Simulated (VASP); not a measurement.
# NiGe in VASP: single point with PBEsol

Aim: the single point of NiGe with PBEsol.

All numbers are computed with VASP 6.6.1; they aren't measurements. Logs are shortened: lines on timing, memory, paths and dates and some standing lists are left out, and cuts for length are marked.

**1. The cell of the first run**

The cell holds a slab with vacuum, 16 atoms: a = 3.440 Å, b = 5.311 Å, c = 25.902 Å, α = 90.00°, β = 90.00°, γ = 90.00°.

**2. Single point, PBEsol**

File INCAR:

```
SYSTEM = NiGe
PREC = Accurate
ENCUT = 520
EDIFF = 1E-6
ISMEAR = 0
SIGMA = 0.1
LREAL = Auto
LASPH = .True.
NELM = 80
ALGO = Normal
ISIF = 2
LWAVE = .False.
LCHARG = .False.
LDIPOL = .True.
IDIPOL = 3
DIPOL = 0.5 0.5 0.497
GGA = PS
NBANDS = 110
```

File KPOINTS:

```
regular mesh
0
Gamma
  1 1 1
  0 0 0
```

File POSCAR:

```
NiGe
1.0
    3.4400167570      0.0000000000      0.0000000000
    0.0000000000      5.3107948293      0.0000000000
    0.0000000000      0.0000000000     25.9018652880
Ni Ge
8 8
Direct
    0.2500000000      0.9929865330      0.2895544362
    0.2500000000      0.4929865330      0.3166438570
    0.7500000000      0.5070134670      0.4003429337
    0.7500000000      0.0070134670      0.4274323546
    0.2500000000      0.9929865330      0.5111314313
    0.2500000000      0.4929865330      0.5382208521
    0.7500000000      0.5070134670      0.6219199288
    0.7500000000      0.0070134670      0.6490093497
    0.7500000000      0.1883574517      0.3389067196
    0.2500000000      0.8116425483      0.3780800712
    0.2500000000      0.3116425483      0.4496952171
    0.7500000000      0.6883574517      0.4888685687
    0.7500000000      0.1883574517      0.5604837147
    0.2500000000      0.8116425483      0.5996570663
    0.2500000000      0.3116425483      0.6712722122
    0.7500000000      0.6883574517      0.7104455638
```

Potentials or basis: VASP PAW PBE potentials, release 64 (Ni, Ge_d).

Run with:

```sh
$ cat potpaw_PBE.64/Ni/POTCAR potpaw_PBE.64/Ge_d/POTCAR > POTCAR
$ mpirun -np 1 vasp_gam > vasp.out
```

OUTCAR:

```text
SYSTEM = NiGe
   PREC = Accurate
   ENCUT = 520
   EDIFF = 1E-6
   ISMEAR = 0
   LREAL = Auto
   LASPH = .True.
   NELM = 80
   ISIF = 2
   GGA = PS

 ion  position               nearest neighbor table
   1  0.250  0.993  0.290-   9 2.38   9 2.38  10 2.49   2 2.75   2 2.75
   2  0.250  0.493  0.317-  10 2.32   9 2.43   9 2.43   1 2.75   1 2.75   3 2.77   3 2.77
   3  0.750  0.507  0.400-   9 2.32  11 2.38  11 2.38  10 2.43  10 2.43  12 2.49   4 2.75   4 2.75
                             2 2.77   2 2.77
   4  0.750  0.007  0.427-  12 2.32  10 2.38  10 2.38  11 2.43  11 2.43   9 2.49   3 2.75   3 2.75
                             5 2.77   5 2.77
   5  0.250  0.993  0.511-  11 2.32  13 2.38  13 2.38  12 2.43  12 2.43  14 2.49   6 2.75   6 2.75
                             4 2.77   4 2.77
   6  0.250  0.493  0.538-  14 2.32  12 2.38  12 2.38  13 2.43  13 2.43  11 2.49   5 2.75   5 2.75
                             7 2.77   7 2.77
   7  0.750  0.507  0.622-  13 2.32  15 2.38  15 2.38  14 2.43  14 2.43  16 2.49   8 2.75   8 2.75
                             6 2.77   6 2.77
   8  0.750  0.007  0.649-  16 2.32  14 2.38  14 2.38  15 2.43  15 2.43  13 2.49   7 2.75   7 2.75
[... 9 lines left out ...]
  13  0.750  0.188  0.560-   7 2.32   5 2.38   5 2.38   6 2.43   6 2.43   8 2.49  14 2.83  14 2.83

  14  0.250  0.812  0.600-   6 2.32   8 2.38   8 2.38   7 2.43   7 2.43   5 2.49  13 2.83  13 2.83

  15  0.250  0.312  0.671-   7 2.38   7 2.38   8 2.43   8 2.43  16 2.83  16 2.83
  16  0.750  0.688  0.710-   8 2.32   7 2.49  15 2.83  15 2.83

  LATTYP: Found a simple orthorhombic cell.
 ALAT       =     3.4400167570
 B/A-ratio  =     1.5438281859
 C/A-ratio  =     7.5295753241

  Lattice vectors:

 A1 = (   3.4400167570,   0.0000000000,   0.0000000000)
 A2 = (   0.0000000000,   5.3107948293,   0.0000000000)
 A3 = (   0.0000000000,   0.0000000000,  25.9018652880)

Analysis of symmetry for initial positions (statically):
=====================================================================
 Subroutine PRICEL returns:
 Original cell was already a primitive cell.

 Routine SETGRP: Setting up the symmetry group for a
 simple orthorhombic supercell.

 Subroutine GETGRP returns: Found  2 space group operations
 (whereof  1 operations were pure point group operations)
 out of a pool of  8 trial point group operations.

The static configuration has the point symmetry C_1 .
 The point group associated with its full space group is C_1h.

Analysis of symmetry for dynamics (positions and initial velocities):
[... 130 lines left out ...]
   EFERMI =   0.00;   METHOD = LEGACY
   ISMEAR =     0;   SIGMA  =   0.10  broadening in eV -4-tet -1-fermi 0-gaus
   EFERMI_NEDOS =   21; number of points for ismear=-14 and -15
   IALGO  =     38    algorithm
   IMIX   =      4    mixing-type and parameters
     AMIX     =   0.40;   BMIX     =  1.00
     AMIX_MAG =   1.60;   BMIX_MAG =  1.00
  volume/ion in A,a.u.               =      29.58       199.58
  Fermi-wavevector in a.u.,A,eV,Ry     =   1.211969  2.290289 19.985176  1.468869
  Thomas-Fermi vector in A             =   2.347468
   LORBIT       =      0    0 simple, 1 ext, 2 COOP (PROOUT), +10 PAW based schemes
   GGA     = PS    functional components
   LHFCALC =     F    Hartree Fock is set to
   AEXX    =    0.0000 exact exchange contribution
   IVDW    =     0    specifies the selected vdW correction
   LEPSILON=     F    determine dielectric tensor
   LRPA    =     F    only Hartree local field effects (RPA)
 non-spin polarized calculation
 Gauss-broadening in eV      SIGMA  =   0.10
  energy-cutoff  :      520.00
  volume of cell :      473.21
 maximum number of plane-waves:      6386
 NGX is ok and might be reduce to    28
   NGX = 13   NGY = 19   NGZ = 97

 dipolmoment           0.000000      0.000000      0.170567 electrons x Angstroem

 number of electron     192.0000068 magnetization

 dipolmoment           0.000000      0.000000     -0.046499 electrons x Angstroem

 Free energy of the ion-electron system (eV)
  ---------------------------------------------------
  ext. energy  EPLUGINS =         0.00000000
  ---------------------------------------------------
  free energy    TOTEN  =       -88.23232239 eV

  energy without entropy =      -88.13049456  energy(sigma->0) =      -88.18140847

 E-fermi :   1.3549     XC(G=0):  -6.5618

 val. band max:        1.3154422802   @ k =   0.0000   0.0000   0.0000
 cond. band min:       1.3919476662   @ k =   0.0000   0.0000   0.0000
 fundamental gap:      0.0765053860
 Fermi energy:         1.3549077308

 k-point     1 :       0.0000    0.0000    0.0000
  band No.  band energies     occupation
      1     -23.9407      2.00000
      2     -23.9050      2.00000
      3     -23.8873      2.00000
      4     -23.8800      2.00000
      5     -23.8593      2.00000
      6     -23.8587      2.00000
[... 100 lines left out ...]
    107       5.2690      0.00000
    108       5.5146      0.00000
 [bands above 108 left out]

------------------------ aborting loop because EDIFF is reached ----------------------------------------

 vacuum level on the upper side and lower side of the slab       (xc-potential included)        -0.368         0.070

  FORCE on cell =-STRESS in cart. coord.  units (eV):
  Direction    XX          YY          ZZ          XY          YZ          ZX
  --------------------------------------------------------------------------------------
  -------------------------------------------------------------------------------------
  Total      -48.0888517     16.3841114     10.0527381      0.0000000      1.8803726      0.0000000
  in kB     -162.8185440     55.4730892     34.0364164      0.0000000      6.3665386      0.0000000
  external PRESSURE =     -24.4363461 kB  Pullay stress =       0.0000000 kB

 VOLUME and BASIS-vectors are now :
 -----------------------------------------------------------------------------
  energy-cutoff  :      520.00
  volume of cell :      473.21
      direct lattice vectors                 reciprocal lattice vectors
     3.440016757  0.000000000  0.000000000     0.290696258  0.000000000  0.000000000
     0.000000000  5.310794829  0.000000000     0.000000000  0.188295732  0.000000000
     0.000000000  0.000000000 25.901865288     0.000000000  0.000000000  0.038607258

 POSITION                                       TOTAL-FORCE (eV/Angst)
 -----------------------------------------------------------------------------------
      0.86000      5.27355      7.50000         0.000000      0.178022      0.580300
      0.86000      2.61815      8.20167         0.000000     -0.639203      1.161100
      2.58001      2.69264     10.36963         0.000000      0.057299      0.252591
      2.58001      0.03725     11.07130         0.000000     -0.259525     -0.207712
      0.86000      5.27355     13.23926         0.000000      0.185775      0.079518
      0.86000      2.61815     13.94092         0.000000      0.149236      0.222611
[... 8 lines left out ...]
      0.86000      1.65507     17.38720         0.000000     -1.857441      0.617804
      2.58001      3.65573     18.40187         0.000000      1.879529      0.575453
 -----------------------------------------------------------------------------------
    total drift:                                0.000000      0.000461     -0.000785

  FREE ENERGIE OF THE ION-ELECTRON SYSTEM (eV)
  ---------------------------------------------------
  free  energy   TOTEN  =       -88.2323223865 eV

  energy  without entropy=      -88.1304945557  energy(sigma->0) =      -88.18140847

 vacuum level on the upper side and lower side of the slab         6.109         6.556
```

OSZICAR:

```text
N       E                     dE             d eps       ncg     rms          rms(c)
DAV:   1     0.288511005937E+04    0.28851E+04   -0.94511E+04   282   0.418E+03
DAV:   2     0.648199762464E+03   -0.22369E+04   -0.21463E+04   220   0.135E+03
DAV:   3     0.102573906593E+02   -0.63794E+03   -0.61534E+03   236   0.349E+02
[... 31 lines left out ...]
DAV:  35    -0.882323123696E+02   -0.15179E-04   -0.42862E-07   152   0.423E-03    0.292E-03
DAV:  36    -0.882323181599E+02   -0.57903E-05   -0.14966E-07   144   0.295E-03    0.111E-03
DAV:  37    -0.882323207142E+02   -0.25543E-05   -0.98272E-08   144   0.179E-03    0.857E-04
DAV:  38    -0.882323219490E+02   -0.12348E-05   -0.54528E-08   144   0.137E-03    0.105E-03
DAV:  39    -0.882323223865E+02   -0.43753E-06   -0.24586E-08   136   0.922E-04
   1 F= -.88232322E+02 E0= -.88181408E+02  d E =-.101828E+00
```

It took 3.7 min on 1 thread of Intel Xeon Platinum 8488C (Sapphire Rapids), shared host; peak memory 0.47 GiB.

Results:

```yaml
Free_energy: -88.2323 eV
Largest_force: 2.408 eV/Å
```

Forces on the atoms (eV/Å):
```
Ni   0.000  0.178  0.580
Ni   0.000 -0.639  1.161
Ni   0.000  0.057  0.253
Ni   0.000 -0.260 -0.208
Ni   0.000  0.186  0.080
Ni   0.000  0.149  0.223
Ni   0.000 -0.400 -0.263
Ni   0.000  0.091  0.225
Ge   0.000  1.443 -1.927
Ge   0.000 -1.311 -1.694
Ge   0.000 -0.452  0.497
Ge   0.000  0.690 -0.384
Ge   0.000  0.949  0.631
Ge   0.000 -0.704 -0.367
Ge   0.000 -1.857  0.618
Ge   0.000  1.880  0.575
```

Caveat: the k points lie up to 1.83 Å⁻¹ apart; the PAW data sets were made with another functional, which shifts forces and pressure a little.
